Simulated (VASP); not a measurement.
Wanted: the native input for a VASP 6.6.1 run.

- Task: single point
- Functional: r2SCAN
- Potentials or basis: VASP PAW PBE potentials, release 64 (B, As)
- Cutoff: 520 eV
- k mesh: 10 × 10 × 10
- Occupations: gaussian, width 0.02 eV
- Spin: no spin polarisation
- Dipole correction: no
- Further INCAR settings: ALGO = Normal; EDIFF = 1e-07; NBANDS = 11

The system is BAs.

```xyz
2
Lattice="0.0000 2.3431 2.3431 2.3431 0.0000 2.3431 2.3431 2.3431 0.0000" Properties=species:S:1:pos:R:3 pbc="T T T"
B     0.0000    0.0000    0.0000
As    1.1715    1.1715    1.1715
```

This cell differs from its parent crystal: volume scaled by 0.94.

The input as run:

POSCAR

```
BAs
1.0
    0.0000000000      2.3430888368      2.3430888368
    2.3430888368      0.0000000000      2.3430888368
    2.3430888368      2.3430888368      0.0000000000
B As
1 1
Direct
    0.0000000000      0.0000000000      0.0000000000
    0.2500000000      0.2500000000      0.2500000000
```

INCAR.step1

```
PREC     = Accurate       # precision mode
ENCUT    = 520            # plane-wave cutoff, eV
ISMEAR   = 0              # smearing method
SIGMA    = 0.02           # smearing width, eV
LREAL    = False          # projectors in reciprocal space
LASPH    = True           # aspherical terms in the spheres
NELM     = 60             # most SCF steps
NBANDS   = 11             # bands
GGA      = PE             # functional
ALGO     = Normal         # electronic algorithm
EDIFF    = 1E-4           # SCF threshold, eV
LWAVE    = True           # write WAVECAR
LCHARG   = False          # write CHGCAR
```

INCAR.step2

```
PREC     = Accurate       # precision mode
ENCUT    = 520            # plane-wave cutoff, eV
EDIFF    = 1E-7           # SCF threshold, eV
ISMEAR   = 0              # smearing method
SIGMA    = 0.02           # smearing width, eV
LREAL    = False          # projectors in reciprocal space
LASPH    = True           # aspherical terms in the spheres
NELM     = 60             # most SCF steps
ALGO     = Normal         # electronic algorithm
ISIF     = 2              # what is computed and relaxed
LWAVE    = False          # write WAVECAR
LCHARG   = False          # write CHGCAR
METAGGA  = R2SCAN         # meta-GGA
LMIXTAU  = True         
NBANDS   = 11             # bands
ISTART   = 1
```

KPOINTS

```
Automatic mesh
0
Gamma
  10 10 10
```

Potentials or basis: VASP PAW PBE potentials, release 64 (B, As).

Launch:

```bash
$ cat potpaw_PBE.64/B/POTCAR potpaw_PBE.64/As/POTCAR > POTCAR
$ cp INCAR.step1 INCAR
$ mpirun -np 1 vasp_std > vasp.out
$ cp INCAR.step2 INCAR
$ mpirun -np 1 vasp_std > vasp.out
```

Results of the run:

| Item | Value |
| --- | --- |
| Pressure | 10.3 GPa |
| Band gap on the k mesh | 1.31 eV, indirect (least direct gap 3.51 eV) |

Caveat: the PAW data sets were made with another functional, which shifts forces and pressure a little.

Wall time 53 s on 1 thread of Intel(R) Xeon(R) Platinum 8488C (Sapphire Rapids), on a shared host, peak memory 0.16 GiB.
